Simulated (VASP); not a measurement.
Write the native input for VASP 6.6.1 that does the following.

* Task: relaxation of cell and atoms
* Functional: r2SCAN
* Potentials or basis: VASP PAW PBE potentials, release 64 (Sc_sv)
* Cutoff: 600 eV
* k mesh: 16 × 16 × 16
* Occupations: gaussian, width 0.1 eV
* Spin: no spin polarisation
* Dipole correction: no
* Further INCAR settings: ALGO = Normal; EDIFF = 1e-07; IBRION = 2; EDIFFG = -0.01; NSW = 80; ISIF = 3

Sc:

```
Sc
1.0
     0.00000    2.32418    2.32418
     2.32418    0.00000    2.32418
     2.32418    2.32418    0.00000
Sc
1
Direct
  0.00000 0.00000 0.00000
```

This isn't the form of Sc at room conditions, which is hcp.

One way to write it, as run:

POSCAR

```
Sc
1.0
    0.0000000000      2.3241822249      2.3241822249
    2.3241822249      0.0000000000      2.3241822249
    2.3241822249      2.3241822249      0.0000000000
Sc
1
Direct
    0.0000000000      0.0000000000      0.0000000000
```

INCAR.step1

```
SYSTEM = Sc
PREC = Accurate ; ENCUT = 600
ISMEAR = 0 ; SIGMA = 0.1
LREAL = .False. ; LASPH = .True.
NELM = 60 ; GGA = PE
ALGO = Normal ; EDIFF = 1E-4
LWAVE = .True. ; LCHARG = .False.
```

INCAR.step2

```
SYSTEM = Sc
PREC = Accurate ; ENCUT = 600
EDIFF = 1E-7 ; ISMEAR = 0
SIGMA = 0.1 ; LREAL = .False.
LASPH = .True. ; NELM = 60
ALGO = Normal ; ISIF = 3
LWAVE = .False. ; LCHARG = .False.
METAGGA = R2SCAN ; LMIXTAU = .True.
IBRION = 2 ; NSW = 80
EDIFFG = -0.01 ; ISTART = 1
```

KPOINTS

```
regular mesh
0
Gamma
  16 16 16
  0 0 0
```

Potentials or basis: VASP PAW PBE potentials, release 64 (Sc_sv).

Run with:

```bash
$ cat potpaw_PBE.64/Sc_sv/POTCAR > POTCAR
$ cp INCAR.step1 INCAR
$ mpirun -np 1 vasp_std > vasp.out
$ cp INCAR.step2 INCAR
$ mpirun -np 1 vasp_std > vasp.out
```

It gave:

```
Relaxed volume                        : 25.23 Å³/atom
Relaxed cell                          : a = 3.292 Å, b = 3.292 Å, c = 3.292 Å, α = 60.00°, β = 60.00°, γ = 60.00°
Space group after relaxing (to 0.1 Å) : Fm-3m (No. 225)
Energy gained by relaxing             : 0.1 meV/atom
Ionic steps                           : 2
Pressure after relaxing               : 0.0 GPa
Band gap on the k mesh                : zero (an odd number of electrons rules out a gap without spin polarisation)
```

Caveat: the PAW data sets were made with another functional, which shifts forces and pressure a little.

Run time: 2.8 min on 1 thread of Intel(R) Xeon(R) 6975P-C (Granite Rapids), with other jobs on the host, peak memory 0.2 GiB.
